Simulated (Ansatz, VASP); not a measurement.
**Two plane-wave programs on HgTe**

```
CELL_PARAMETERS angstrom
-3.04560 3.04560 1.55941
3.04560 -3.04560 1.55941
3.04560 3.04560 -1.55941
ATOMIC_POSITIONS crystal
Hg 0.25000 0.75000 0.50000
Te 0.00000 0.00000 0.00000
```

Alike in both runs: task single point; functional PBEsol; k mesh 18 × 18 × 18; occupations gaussian, width 0.15 eV; no spin polarisation.

|  | VASP | Ansatz |
| --- | --- | --- |
| version | VASP 6.6.1 | Ansatz 0.2.0 |
| potentials or method | VASP PAW PBE potentials, release 64 (Hg, Te), cutoff 520 eV | scalar-relativistic, plane waves, PAW |
| valence electrons in the cell | 18 | 36 |

```tsv
	VASP	Ansatz	Ansatz less VASP
gap on the k mesh at the Fermi level (eV)	none	none	-
pressure (GPa)	-3.4	-3.5	-0.10
traceless stress, the component that is largest in VASP (GPa)	0.42	0.40	-0.023
```

VASP's potentials were made for PBE, not for PBEsol. A gap of «none» marks a metal or a gap that the smearing closes. VASP's potentials hold 18 valence electrons a cell and Ansatz's 36, so a difference there can come from the potentials and not from the codes.

Spin-orbit coupling is off throughout.
